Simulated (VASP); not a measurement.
The system is BAs.

```
B As
1.0
     0.00000    2.39187    2.39187
     2.39187    0.00000    2.39187
     2.39187    2.39187    0.00000
B As
1 1
Direct
  0.00000 0.00000 0.00000
  0.25000 0.25000 0.25000
```

Base run:

| Property | Result |
| --- | --- |
| Program | VASP 6.6.1 |
| Functional | PBE |
| Potentials or basis | VASP PAW PBE potentials, release 64 (B, As) |
| Cutoff | 520 eV |
| k mesh | 8 × 8 × 8 |
| Occupations | gaussian, width 0.01 eV |
| Spin | no spin polarisation |

Its results: band gap on the k mesh 1.19 eV, indirect (least direct gap 3.27 eV); electronic dielectric tensor (diagonal) 10.20.

Q: The run is repeated on the same cell with these changes: functional from PBE to r2SCAN. What comes out?

A: Band gap on the k mesh 1.39 eV, indirect (least direct gap 3.44 eV); electronic dielectric tensor (diagonal) 9.20.

r2SCAN gives the wider gap, since meta-GGAs in the generalised Kohn-Sham scheme recover part of the derivative discontinuity.

A k mesh can miss the band edges.
